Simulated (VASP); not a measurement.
# CrCuO2 (R-3m) in VASP: further runs

CrCuO2 is run at these levels: PBE+U; tasks: single point, relaxation of shape and atoms at fixed volume.

Everything below comes from runs of VASP 6.6.1. Logs are shortened: lines on timing, memory, paths and dates and some standing lists are left out, and cuts for length are marked.

### Step 1. The cell of the first run

The structure is trigonal, space group R-3m (No. 166). The conventional cell has a = 3.089 Å, b = 3.089 Å, c = 17.343 Å, α = 90.00°, β = 90.00°, γ = 120.00°. Within 2.7 Å of Cr (site symmetry -3m) lie 6 O at 2.04 Å. Within 2.5 Å of Cu (site symmetry -3m) lie 2 O at 1.90 Å. Within 2.5 Å of O (site symmetry 3m) lie 1 Cu at 1.90 Å and 3 Cr at 2.04 Å.

### Step 2. Single point, PBE+U, collinear spin, antiferromagnetic start (11.94 Å³/atom)

The input, INCAR:

```
PREC = Accurate ; ENCUT = 600
EDIFF = 1E-6 ; ISMEAR = 0
SIGMA = 0.05 ; LREAL = F
LASPH = T ; NELM = 200
ALGO = Normal ; ISIF = 2
LWAVE = F ; LCHARG = F
ISPIN = 2 ; MAGMOM = 2.82 -2.82 0 0 0.07 0.07 -0.07 -0.07
LORBIT = 11 ; LMAXMIX = 4
LDAU = T ; LDAUTYPE = 2
LDAUL = 2 2 -1 ; LDAUU = 3.7 4 0
LDAUJ = 0 0 0 ; LDAUPRINT = 1
GGA = PE ; NBANDS = 49
GGA_COMPAT = F ; KPAR = 4
```

The input, KPOINTS:

```
regular mesh
0
Gamma
  8 8 8
```

The input, POSCAR:

```
CrCuO2
1.0
    1.5443538366     -0.8916331033     11.5622978001
    0.0000000000      1.7832662066     11.5622978001
   -1.5443538366     -0.8916331033     11.5622978001
Cr Cu O
2 2 4
Direct
    0.2500000003      0.2500000003      0.2500000003
    0.7499999996      0.7499999996      0.7499999996
    0.0000000004      0.0000000004      0.0000000004
    0.4999999997      0.4999999997      0.4999999997
    0.0546902009      0.0546902009      0.0546902009
    0.4453097984      0.4453097984      0.4453097984
    0.5546902012      0.5546902012      0.5546902012
    0.9453097994      0.9453097994      0.9453097994
```

Potentials or basis: VASP PAW PBE potentials, release 64 (Cr_pv, Cu, O).

Started as:

```bash
cat potpaw_PBE.64/Cr_pv/POTCAR potpaw_PBE.64/Cu/POTCAR potpaw_PBE.64/O/POTCAR > POTCAR
mpirun -np 4 vasp_std > vasp.out
```

OUTCAR:

```text
PREC = Accurate
   ENCUT = 600
   EDIFF = 1E-6
   ISMEAR = 0
   LREAL = F
   LASPH = T
   NELM = 200
   ISIF = 2
   ISPIN = 2
   LORBIT = 11
   GGA = PE

 ion  position               nearest neighbor table
   1  0.250  0.250  0.250-   7 2.04   7 2.04   8 2.04   8 2.04   7 2.04   8 2.04
   2  0.750  0.750  0.750-   5 2.04   5 2.04   5 2.04   6 2.04   6 2.04   6 2.04
   3  0.000  0.000  0.000-   5 1.90   8 1.90
   4  0.500  0.500  0.500-   6 1.90   7 1.90
   5  0.055  0.055  0.055-   3 1.90   2 2.04   2 2.04   2 2.04
   6  0.445  0.445  0.445-   4 1.90   2 2.04   2 2.04   2 2.04
   7  0.555  0.555  0.555-   4 1.90   1 2.04   1 2.04   1 2.04
   8  0.945  0.945  0.945-   3 1.90   1 2.04   1 2.04   1 2.04

  LATTYP: Found a trigonal (rhomboedric) cell.
 ALAT       =    11.6990071708
 COS(alpha) =     0.9651481686

  Lattice vectors:

 A1 = (   1.5443538366,  -0.8916331033,  11.5622978001)
 A2 = (   0.0000000000,   1.7832662066,  11.5622978001)
 A3 = (  -1.5443538366,  -0.8916331033,  11.5622978001)

Analysis of symmetry for initial positions (statically):
=====================================================================
 Subroutine PRICEL returns following result:

  LATTYP: Found a trigonal (rhomboedric) cell.
 ALAT       =     6.0499355937
 COS(alpha) =     0.8696766868
[... 12 lines left out ...]
 Subroutine GETGRP returns: Found 12 space group operations
 (whereof 12 operations were pure point group operations)
 out of a pool of 12 trial point group operations.

The static configuration has the point symmetry D_3d.

Analysis of symmetry for dynamics (positions and initial velocities):
=====================================================================
 Subroutine PRICEL returns following result:

  LATTYP: Found a trigonal (rhomboedric) cell.
 ALAT       =     6.0499355937
 COS(alpha) =     0.8696766868
[... 12 lines left out ...]
 Subroutine GETGRP returns: Found 12 space group operations
 (whereof 12 operations were pure point group operations)
 out of a pool of 12 trial point group operations.

The dynamic configuration has the point symmetry D_3d.

Analysis of structural, dynamic, and magnetic symmetry:
=====================================================================
 Subroutine PRICEL returns following result:

  LATTYP: Found a trigonal (rhomboedric) cell.
 ALAT       =     6.0499355937
 COS(alpha) =     0.8696766868
[... 12 lines left out ...]
 Subroutine GETGRP returns: Found 12 space group operations
 (whereof 12 operations were pure point group operations)
 out of a pool of 12 trial point group operations.

The overall configuration has the point symmetry D_3d.

 Subroutine INISYM returns: Found 12 space group operations
 (whereof 12 operations are pure point group operations),
 and found     2 'primitive' translations

----------------------------------------------------------------------------------------

                                     Primitive cell

  volume of cell :      47.7637

  direct lattice vectors                    reciprocal lattice vectors
     0.000000000  1.783266207 -5.781148876    -0.000000001  0.373845848 -0.057658666
     1.544353837 -0.891633103 -5.781148924     0.323760000 -0.186922923 -0.057658666
    -1.544353837 -0.891633103 -5.781148876    -0.323760002 -0.186922923 -0.057658666

  length of vectors
     6.049935594  6.049935640  6.049935594     0.378266097  0.378266095  0.378266097

  position of ions in fractional coordinates (direct lattice)
     0.499999999  0.499999999  0.499999999
     0.999999999  0.999999999  0.999999999
     0.890619598  0.890619598  0.890619598
     0.109380402  0.109380402  0.109380402

  ion indices of the primitive-cell ions
   primitive index   ion index
                 1           1
                 2           4
                 3           5
                 4           6

----------------------------------------------------------------------------------------

 KPOINTS: regular mesh

Automatic generation of k-mesh.
 Grid dimensions read from file:
 generate k-points for:    8    8    8

 Generating k-lattice:

  Cartesian coordinates                     Fractional coordinates (reciprocal lattice)
     0.040470000 -0.023365365  0.003603667     0.125000000  0.000000000 -0.000000000
     0.000000000  0.046730731  0.003603667     0.000000000  0.125000000  0.000000000
    -0.040470000 -0.023365365  0.003603667    -0.000000000  0.000000000  0.125000000

[... 43 lines left out ...]
   ions per type =               2   2   4
   NGX,Y,Z   is equivalent  to a cutoff of  13.64, 13.64, 13.64 a.u.
   NGXF,Y,Z  is equivalent  to a cutoff of  27.28, 27.28, 27.28 a.u.
 SYSTEM =  unknown system
   PREC   = accura    normal or accurate (medium, high low for compatibility)
   ISTART =      0    job   : 0-new  1-cont  2-samecut
   ICHARG =      2    charge: 1-file 2-atom 10-const
   ISPIN  =      2    spin polarized calculation?
   LNONCOLLINEAR =      F non collinear calculations
   LSORBIT =      F    spin-orbit coupling
   LASPH  =      T    aspherical Exc in radial PAW
   ENCUT  =  600.0 eV  44.10 Ry    6.64 a.u.  23.37 23.37 23.37*2*pi/ulx,y,z
   NELM   =    200;   NELMIN=  2; NELMDL= -5     # of ELM steps
   EDIFF  = 0.1E-05   stopping-criterion for ELM
   LREAL  =      F    real-space projection
   EDIFFG = 0.1E-04   stopping-criterion for IOM
   NSW    =      0    number of steps for IOM
   IBRION =     -1    ionic relax: 0-MD 1-quasi-New 2-CG
   NFREE  =      0    steps in history (QN), initial steepest desc. (CG)
   ISIF   =      2    stress and relaxation
   ISYM   =      2    0-nonsym 1-usesym 2-fastsym
   POTIM  = 0.5000    time-step for ionic-motion
   TEBEG  =    0.0;   TEEND  =   0.0 temperature during run
   PSTRESS=    0.0 pullay stress
   NELECT =      70.0000    total number of electrons
   NUPDOWN=      -1.0000    fix difference up-down
   EMIN   =  10.00;   EMAX   =-10.00  energy-range for DOS
   EFERMI =   0.00;   METHOD = LEGACY
   ISMEAR =     0;   SIGMA  =   0.05  broadening in eV -4-tet -1-fermi 0-gaus
   EFERMI_NEDOS =   21; number of points for ismear=-14 and -15
   IALGO  =     38    algorithm
   IMIX   =      4    mixing-type and parameters
     AMIX     =   0.40;   BMIX     =  1.00
     AMIX_MAG =   1.60;   BMIX_MAG =  1.00
  volume/ion in A,a.u.               =      11.94        80.58
  Fermi-wavevector in a.u.,A,eV,Ry     =   1.475926  2.789097 29.638371  2.178359
  Thomas-Fermi vector in A             =   2.590516
   LORBIT       =     11    0 simple, 1 ext, 2 COOP (PROOUT), +10 PAW based schemes
 LDA+U is selected, type is set to LDAUTYPE =  2
   angular momentum for each species LDAUL =     2    2   -1
   U (eV)           for each species LDAUU =   3.7  4.0  0.0
   J (eV)           for each species LDAUJ =   0.0  0.0  0.0
   GGA     = PE    functional components
   LHFCALC =     F    Hartree Fock is set to
   AEXX    =    0.0000 exact exchange contribution
   IVDW    =     0    specifies the selected vdW correction
   LEPSILON=     F    determine dielectric tensor
   LRPA    =     F    only Hartree local field effects (RPA)
 spin polarized calculation
 Gauss-broadening in eV      SIGMA  =   0.05
  energy-cutoff  :      600.00
  volume of cell :       95.53
 maximum number of plane-waves:      3208
 NGX is ok and might be reduce to    96
   NGX = 47   NGY = 47   NGZ = 47

atom =   1  type =  1  l = 2

 onsite density matrix

spin component  1
[... 116 lines left out ...]
  o =  0.8595  v =  0.0000  0.0000  0.0000  0.0000  0.0000  0.0000  0.0000 -1.0000  0.0000  0.0000      0.0000  0.0000  0.0000  0.0000  0.0000  0.0000  0.0000  0.0000  0.0000  0.0000
  o =  0.8595  v =  0.0000  0.0000 -1.0000  0.0000  0.0000  0.0000  0.0000  0.0000  0.0000  0.0000      0.0000  0.0000  0.0000  0.0000  0.0000  0.0000  0.0000  0.0000  0.0000  0.0000
  o =  0.9497  v = -0.9998  0.0000 -0.0000 -0.0209  0.0000  0.0000  0.0000  0.0000  0.0000  0.0000      0.0000  0.0000  0.0000  0.0000  0.0000  0.0000  0.0000  0.0000  0.0000  0.0000
  o =  0.9497  v =  0.0000  0.0000  0.0000  0.0000  0.0000 -0.9998  0.0000 -0.0000 -0.0209  0.0000      0.0000  0.0000  0.0000  0.0000  0.0000  0.0000  0.0000  0.0000  0.0000  0.0000
  o =  0.9497  v =  0.0000  0.0209  0.0000  0.0000  0.9998  0.0000  0.0000  0.0000  0.0000  0.0000      0.0000  0.0000  0.0000  0.0000  0.0000  0.0000  0.0000  0.0000  0.0000  0.0000
  o =  0.9497  v =  0.0000  0.0000  0.0000  0.0000  0.0000  0.0000  0.0209  0.0000  0.0000  0.9998      0.0000  0.0000  0.0000  0.0000  0.0000  0.0000  0.0000  0.0000  0.0000  0.0000
  o =  0.9637  v =  0.0209  0.0000 -0.0000 -0.9998  0.0000  0.0000  0.0000  0.0000  0.0000  0.0000      0.0000  0.0000  0.0000  0.0000  0.0000  0.0000  0.0000  0.0000  0.0000  0.0000
  o =  0.9637  v =  0.0000  0.0000  0.0000  0.0000  0.0000  0.0209  0.0000 -0.0000 -0.9998  0.0000      0.0000  0.0000  0.0000  0.0000  0.0000  0.0000  0.0000  0.0000  0.0000  0.0000
  o =  0.9637  v =  0.0000  0.0000  0.0000  0.0000  0.0000  0.0000  0.9998 -0.0000 -0.0000 -0.0209      0.0000  0.0000  0.0000  0.0000  0.0000  0.0000  0.0000  0.0000  0.0000  0.0000
  o =  0.9637  v =  0.0000  0.9998 -0.0000 -0.0000 -0.0209  0.0000  0.0000  0.0000  0.0000  0.0000      0.0000  0.0000  0.0000  0.0000  0.0000  0.0000  0.0000  0.0000  0.0000  0.0000

 number of electron      69.9999987 magnetization      -0.0000000

 Free energy of the ion-electron system (eV)
  ---------------------------------------------------
  ext. energy  EPLUGINS =         0.00000000
  ---------------------------------------------------
  free energy    TOTEN  =       -51.21462609 eV

  energy without entropy =      -51.21462609  energy(sigma->0) =      -51.21462609

 E-fermi :   4.4955     XC(G=0): -11.0378

 val. band max:        4.2121453871   @ k =  -0.1250   0.5000   0.1250
 cond. band min:       6.4434285678   @ k =   0.3750   0.3750   0.0000
 fundamental gap:      2.2312831807
 Fermi energy:         4.4955161923

 spin component 1

 k-point     1 :       0.0000    0.0000    0.0000
  band No.  band energies     occupation
      1     -39.8629      1.00000
      2     -39.8494      1.00000
      3     -39.8494      1.00000
      4     -36.8216      1.00000
      5     -36.8216      1.00000
      6     -36.7039      1.00000
[... 2393 lines left out ...]
     46      12.3598      0.00000
     47      12.9111      0.00000

 [... further k-points ...]

 [bands above 47 left out]

------------------------ aborting loop because EDIFF is reached ----------------------------------------

  FORCE on cell =-STRESS in cart. coord.  units (eV):
  Direction    XX          YY          ZZ          XY          YZ          ZX
  --------------------------------------------------------------------------------------
  -------------------------------------------------------------------------------------
  Total       -2.1109586     -2.1109586     -4.4583055      0.0000000      0.0000000      0.0000000
  in kB      -35.4047796    -35.4047796    -74.7742409      0.0000000      0.0000000      0.0000000
  external PRESSURE =     -48.5279334 kB  Pullay stress =       0.0000000 kB

 VOLUME and BASIS-vectors are now :
 -----------------------------------------------------------------------------
  energy-cutoff  :      600.00
  volume of cell :       95.53
      direct lattice vectors                 reciprocal lattice vectors
     1.544353837 -0.891633103 11.562297800     0.323760001 -0.186922924  0.028829333
     0.000000000  1.783266207 11.562297800     0.000000000  0.373845848  0.028829333
    -1.544353837 -0.891633103 11.562297800    -0.323760001 -0.186922924  0.028829333

 POSITION                                       TOTAL-FORCE (eV/Angst)
 -----------------------------------------------------------------------------------
      0.00000      0.00000      8.67172        -0.000000      0.000000      0.000000
      0.00000      0.00000     26.01517        -0.000000      0.000000      0.000000
      0.00000      0.00000      0.00000         0.000000     -0.000000      0.000000
      0.00000      0.00000     17.34345        -0.000000      0.000000      0.000000
      0.00000      0.00000      1.89703        -0.000000      0.000000     -0.478028
      0.00000      0.00000     15.44641        -0.000000      0.000000      0.478028
      0.00000      0.00000     19.24048        -0.000000      0.000000     -0.478028
      0.00000      0.00000     32.78986        -0.000000      0.000000      0.478028
 -----------------------------------------------------------------------------------
    total drift:                                0.000000      0.000000      0.000007

  FREE ENERGIE OF THE ION-ELECTRON SYSTEM (eV)
  ---------------------------------------------------
  free  energy   TOTEN  =       -51.2146260921 eV

  energy  without entropy=      -51.2146260921  energy(sigma->0) =      -51.21462609

 total charge

# of ion       s       p       d       tot
------------------------------------------
    1        0.282   6.304   3.936  10.523
    2        0.282   6.304   3.936  10.523
    3        0.382   0.255   9.351   9.989
    4        0.382   0.255   9.351   9.989
    5        1.547   3.479   0.000   5.026
    6        1.547   3.479   0.000   5.026
    7        1.547   3.479   0.000   5.026
    8        1.547   3.479   0.000   5.026
--------------------------------------------------
tot          7.518  27.038  26.573  61.129

 magnetization (x)

# of ion       s       p       d       tot
------------------------------------------
    1        0.033   0.028   2.931   2.992
    2       -0.033  -0.028  -2.931  -2.992
    3        0.000   0.000   0.000   0.000
    4        0.000   0.000   0.000   0.000
    5        0.003   0.048   0.000   0.051
    6        0.003   0.048   0.000   0.051
    7       -0.003  -0.048   0.000  -0.051
    8       -0.003  -0.048   0.000  -0.051
--------------------------------------------------
tot          0.000   0.000   0.000   0.000
```

Run time: 50 min. Hardware: 4 MPI ranks of Intel Xeon Platinum 8488C (Sapphire Rapids), shared host; peak memory 2.5 GiB.

What came out:

```
Free energy                                           : -51.2146 eV
Pressure                                              : -4.9 GPa
Largest force                                         : 0.478 eV/Å
Band gap on the k mesh                                : 2.23 eV
Net moment                                            : 0.00 μB per cell
Site moments                                          : Cr +2.99, -2.99; Cu +0.00; O +0.05, -0.05 (each value once) μB
Valence electrons inside the program's atomic spheres : Cr 10.52; Cu 9.99; O 5.03
```

Forces on the atoms (eV/Å):
```
Cr   0.000  0.000  0.000
Cr   0.000  0.000  0.000
Cu   0.000  0.000  0.000
Cu   0.000  0.000  0.000
O    0.000  0.000 -0.478
O    0.000  0.000  0.478
O    0.000  0.000 -0.478
O    0.000  0.000  0.478
```

Stress tensor (GPa, compression positive):
```
-3.54  0.00  0.00
 0.00 -3.54  0.00
 0.00  0.00 -7.48
```

Eigenvalues of the final occupation matrices:
```
    site  spin  trace               eigenvalues
site 1 d     1   3.45  0.30 0.30 0.95 0.95 0.95
site 1 d     2   0.51  0.04 0.04 0.04 0.20 0.20
site 2 d     1   0.51  0.04 0.04 0.04 0.20 0.20
site 2 d     2   3.45  0.30 0.30 0.95 0.95 0.95
site 3 d     1   4.69  0.86 0.95 0.95 0.96 0.96
site 3 d     2   4.69  0.86 0.95 0.95 0.96 0.96
site 4 d     1   4.69  0.86 0.95 0.95 0.96 0.96
site 4 d     2   4.69  0.86 0.95 0.95 0.96 0.96
```

Caveat: the cell stands under tension.

### Step 3. Relaxation of shape and atoms at fixed volume, PBE+U, collinear spin, antiferromagnetic start (11.25 Å³/atom)

This run uses another cell than the first one, of 11.25 Å³/atom.

The input, INCAR:

```
  PREC = Accurate
  ENCUT = 600
  EDIFF = 1E-7
  ISMEAR = 0
  SIGMA = 0.05
  LREAL = F
  LASPH = T
  NELM = 200
  ALGO = Normal
  ISIF = 4
  LWAVE = F
  LCHARG = F
  ISPIN = 2
  MAGMOM = 2.76 -2.76 0 0 0.05 0.05 -0.05 -0.05
  LORBIT = 11
  LMAXMIX = 4
  LDAU = T
  LDAUTYPE = 2
  LDAUL = 2 2 -1
  LDAUU = 3.7 4 0
  LDAUJ = 0 0 0
  LDAUPRINT = 1
  GGA = PE
  IBRION = 2
  NSW = 60
  EDIFFG = -0.01
  GGA_COMPAT = F
  NELMIN = 4
  KPAR = 4
```

KPOINTS is that of step 2.

The input, POSCAR:

```
CrCuO2
1.0
    1.5084620629     -0.8709109781     11.4198848626
    0.0000000000      1.7418219562     11.4198848626
   -1.5084620629     -0.8709109781     11.4198848626
Cr Cu O
2 2 4
Direct
    0.2499999997      0.2499999997      0.2499999997
    0.7500000006      0.7500000006      0.7500000006
   -0.0000000001     -0.0000000001     -0.0000000001
    0.4999999999      0.4999999999      0.4999999999
    0.0544107816      0.0544107816      0.0544107816
    0.4455892187      0.4455892187      0.4455892187
    0.5544107813      0.5544107813      0.5544107813
    0.9455892183      0.9455892183      0.9455892183
```

Potentials or basis: VASP PAW PBE potentials, release 64 (Cr_pv, Cu, O).

Started as:

```bash
cat potpaw_PBE.64/Cr_pv/POTCAR potpaw_PBE.64/Cu/POTCAR potpaw_PBE.64/O/POTCAR > POTCAR
mpirun -np 4 vasp_std > vasp.out
```

Run time: 2.3 h. Hardware: 4 MPI ranks of Intel Xeon 6975P-C (Granite Rapids), shared host; peak memory 2.6 GiB.

It converged, with:

* Free energy: -51.2596 eV
* Energy gained by relaxing: 3.4 meV/atom
* Ionic steps: 5
* Pressure after relaxing: 3.4 GPa
* Band gap on the k mesh: 2.28 eV
* Net moment: 0.00 μB per cell
* Site moments: Cr +2.97, -2.97; Cu +0.00; O +0.04, -0.04 (each value once) μB
* Valence electrons inside the program's atomic spheres: Cr 10.61; Cu 10.07; O 5.06

The path:
| step | energy change (eV) | largest force (eV/Å) | pressure (GPa) | volume (Å³) |
| --- | --- | --- | --- | --- |
| 1 | 0.0000 | 0.5917 | 3.83 | 90.02 |
| 2 | -0.0172 | 0.3078 | 3.64 | 90.02 |
| 3 | -0.0261 | 0.0317 | 3.65 | 90.02 |
| 4 | -0.0268 | 0.0133 | 3.48 | 90.02 |
| 5 | -0.0269 | 0.0014 | 3.40 | 90.02 |

Final structure:
```
Cr Cu O
1.0
     1.50992   -0.87175   11.39787
     0.00000    1.74350   11.39787
    -1.50992   -0.87175   11.39787
Cr Cu O
2 2 4
Direct
  0.25000 0.25000 0.25000
  0.75000 0.75000 0.75000
  0.00000 0.00000 0.00000
  0.50000 0.50000 0.50000
  0.05380 0.05380 0.05380
  0.44620 0.44620 0.44620
  0.55380 0.55380 0.55380
  0.94620 0.94620 0.94620
```

Levels at points of the mesh, in eV from the valence-band top:
Spin up:
```
           k point  band 31  band 32  band 33  band 34  band 35  band 36  band 37  band 38  band 39  band 40
(0.00, 0.00, 0.00)    -1.60    -1.60    -1.32    -0.75    -0.75     2.68     3.55     3.55     3.78     3.78
(0.50, 0.00, 0.00)    -1.40    -1.36    -1.23    -0.20    -0.03     2.99     3.05     3.52     3.89     4.14
(0.50, 0.50, 0.00)    -1.43    -1.24    -1.23    -0.13    -0.08     2.91     3.14     3.51     3.89     4.13
(0.50, 0.50, 0.50)    -1.21    -1.07    -1.07    -1.03    -1.03     3.26     3.30     3.56     3.56     3.78
```
Spin down:
| k point | band 31 | band 32 | band 33 | band 34 | band 35 | band 36 | band 37 | band 38 | band 39 | band 40 |
| --- | --- | --- | --- | --- | --- | --- | --- | --- | --- | --- |
| (0.00, 0.00, 0.00) | -1.60 | -1.60 | -1.32 | -0.75 | -0.75 | 2.68 | 3.55 | 3.55 | 3.78 | 3.78 |
| (0.50, 0.00, 0.00) | -1.40 | -1.36 | -1.23 | -0.20 | -0.03 | 2.99 | 3.05 | 3.52 | 3.89 | 4.14 |
| (0.50, 0.50, 0.00) | -1.43 | -1.24 | -1.23 | -0.13 | -0.08 | 2.91 | 3.14 | 3.51 | 3.89 | 4.13 |
| (0.50, 0.50, 0.50) | -1.21 | -1.07 | -1.07 | -1.03 | -1.03 | 3.26 | 3.30 | 3.56 | 3.56 | 3.78 |

Eigenvalues of the final occupation matrices:
| site | spin | trace | eigenvalues |
| --- | --- | --- | --- |
| site 1 d | 1 | 3.47 | 0.31 0.31 0.95 0.95 0.95 |
| site 1 d | 2 | 0.55 | 0.04 0.05 0.05 0.21 0.21 |
| site 2 d | 1 | 0.55 | 0.04 0.05 0.05 0.21 0.21 |
| site 2 d | 2 | 3.47 | 0.31 0.31 0.95 0.95 0.95 |
| site 3 d | 1 | 4.69 | 0.86 0.95 0.95 0.96 0.96 |
| site 3 d | 2 | 4.69 | 0.86 0.95 0.95 0.96 0.96 |
| site 4 d | 1 | 4.69 | 0.86 0.95 0.95 0.96 0.96 |
| site 4 d | 2 | 4.69 | 0.86 0.95 0.95 0.96 0.96 |

A k mesh can miss the band edges. The state reached can hang on the start; a lower one may exist.
